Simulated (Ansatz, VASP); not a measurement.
**Two plane-wave programs on GaSi2Ir3**

```
Ir Ga Si
1.0
     2.70842    4.69113    0.00000
    -2.70842    4.69113    0.00000
     0.00000    0.00000    3.67898
Ir Ga Si
3 1 2
Direct
  0.50000 0.50000 0.50000
  0.50000 0.00000 0.50000
  0.00000 0.50000 0.50000
  0.00000 0.00000 0.00000
  0.33333 0.33333 0.00000
  0.66667 0.66667 0.00000
```

Alike in both runs: functional revPBE; dispersion D3(BJ); k mesh 4 × 4 × 5; no spin polarisation.

Ansatz relaxed the structure, and its values are those at the end. VASP's run is a single point on that final structure, the one shown.

|  | VASP | Ansatz |
| --- | --- | --- |
| version | VASP 6.6.1 | Ansatz 0.2.0 |
| potentials or method | VASP PAW PBE potentials, release 64 (Ir, Ga_d, Si), cutoff 520 eV | PAW plane waves |
| occupations | fermi-dirac, width 0.1 eV | fermi-dirac |
| valence electrons in the cell | 48 | 72 |

```tsv
	VASP	Ansatz	Ansatz less VASP
gap on the k mesh at the Fermi level (eV)	none	none	-
pressure (GPa)	0.4	0.0	-0.42
```

VASP's potentials were made for PBE, not for revPBE. A gap of «none» marks a metal or a gap that the smearing closes. VASP's potentials hold 48 valence electrons a cell and Ansatz's 72, so a difference there can come from the potentials and not from the codes. Ansatz's warnings: dispersion switch in reach, relaxed geometry near dispersion switch, structure snapped to symmetry.

Neither program's run includes spin-orbit coupling.
